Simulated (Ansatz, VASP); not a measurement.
# Pt: VASP beside Ansatz

```xyz
2
Lattice="0.0000 2.8894 2.8894 2.8894 0.0000 2.8894 2.8894 2.8894 0.0000" Properties=species:S:1:pos:R:3 pbc="T T T"
Pt    2.8894    2.8894    2.8894
Pt    4.3340    4.3340    4.3340
```

Alike in both runs: functional PBE; k mesh 6 × 6 × 6; occupations gaussian, width 0.1 eV; no spin polarisation.

Ansatz relaxed the structure, and its values are those at the end. VASP's run is a single point on that final structure, the one shown.

```csv
,VASP,Ansatz
version,VASP 6.6.1,Ansatz 0.2.0
potentials or method,"VASP PAW PBE potentials, release 64 (Pt), cutoff 500 eV","scalar-relativistic, plane waves, PAW"
valence electrons in the cell,20,36
```

|  | VASP | Ansatz | Ansatz less VASP |
| --- | --- | --- | --- |
| gap on the k mesh at the Fermi level (eV) | none | none | - |
| pressure (GPa) | -0.3 | 0.1 | +0.39 |

A gap of «none» marks a metal or a gap that the smearing closes. The functional is the same, so the differences come from potentials, cutoffs and numerics. VASP's potentials hold 20 valence electrons a cell and Ansatz's 36, so a difference there can come from the potentials and not from the codes.

Neither program's run includes spin-orbit coupling.
